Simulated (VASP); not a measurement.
HfN, 2 atoms in the cell. The structure is orthorhombic, space group Imm2 (No. 44). Conventional cell: a = 3.472 Å, b = 3.472 Å, c = 4.910 Å, α = 90.00°, β = 90.00°, γ = 90.00°. Hf (site symmetry mm2) has 4 N at 2.10 to 2.15 Å within 2.8 Å. N (site symmetry mm2) has 4 Hf at 2.10 to 2.15 Å within 2.8 Å.  This cell differs from its parent crystal: all Hf atoms moved +0.037 Å, as atom 1 along Cartesian [0 0 1].

```yaml
Program: VASP 6.6.1
Task: single point
Functional: PBEsol
Potentials_or_basis: VASP PAW PBE potentials, release 64 (Hf_pv, N)
Cutoff: 520 eV
k_mesh: 16 × 16 × 16
Occupations: gaussian, width 0.15 eV
Spin: no spin polarisation
Dipole_correction: no
Further_INCAR_settings: ALGO = Normal; EDIFF = 1e-06; NBANDS = 14
```

Potentials or basis: VASP PAW PBE potentials, release 64 (Hf_pv, N).

Launch:

```sh
$ cat potpaw_PBE.64/Hf_pv/POTCAR potpaw_PBE.64/N/POTCAR > POTCAR
$ mpirun -np 1 vasp_std > vasp.out
```

Hardware: 1 thread of Intel Xeon 8259CL, with other jobs on the host.

Q: Estimate the wall time of this run.

A: It took 6.1 min on 1 thread of Intel Xeon 8259CL (shared host), peak memory 0.39 GiB. Counts: scf iterations 13, k points 621.
